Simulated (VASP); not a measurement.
Write the native input for VASP 6.6.1 that does the following.

- Task: single point
- Functional: PBEsol
- Potentials or basis: VASP PAW PBE potentials, release 64 (In_d, Se)
- Cutoff: 520 eV
- k mesh: 7 × 7 × 6
- Occupations: fermi-dirac, width 0.02 eV
- Spin: no spin polarisation
- Dipole correction: no
- Further INCAR settings: ALGO = Normal; EDIFF = 1e-06; NBANDS = 27

The structure of InSe lies in POSCAR:

```
InSe
1.0
    5.8679026766     -2.0550000000      0.0000000000
    5.8679026766      2.0550000000      0.0000000000
   -1.5994156962      0.0000000000      4.4533660986
In Se
2 2
Direct
    0.8840000000      0.8840000000      0.0050000000
    0.1160000000      0.1160000000      0.9950000000
    0.6600000000      0.6600000000      0.6420000000
    0.3400000000      0.3400000000      0.3580000000
```

This cell differs from its parent crystal: zz strain of +3 %.

The input as run:

INCAR

```
PREC = Accurate
ENCUT = 520
EDIFF = 1E-6
ISMEAR = -1
SIGMA = 0.02
LREAL = False
LASPH = True
NELM = 100
ALGO = Normal
ISIF = 2
LWAVE = False
LCHARG = True
GGA = PS
LELF = True
LVHAR = True
NBANDS = 27
```

KPOINTS

```
Automatic mesh
0
Gamma
  7 7 6
```

Potentials or basis: VASP PAW PBE potentials, release 64 (In_d, Se).

Launch:

```bash
$ cat potpaw_PBE.64/In_d/POTCAR potpaw_PBE.64/Se/POTCAR > POTCAR
$ mpirun -np 1 vasp_std > vasp.out
```

It gave:

```json
{"Pressure": "-1.5 GPa", "Largest force": "0.691 eV/Å", "Band gap on the k mesh": "0.91 eV (least direct gap 1.29 eV)"}
```

Caveat: the cell differs from its parent crystal (zz strain of +3 %); the PAW data sets were made with another functional, which shifts forces and pressure a little; spin-orbit coupling is left out, which moves the levels of the heavy elements.

It took 3.3 min on 1 thread of Intel(R) Xeon(R) Platinum 8488C (Sapphire Rapids), with other jobs on the host, peak memory 0.42 GiB.
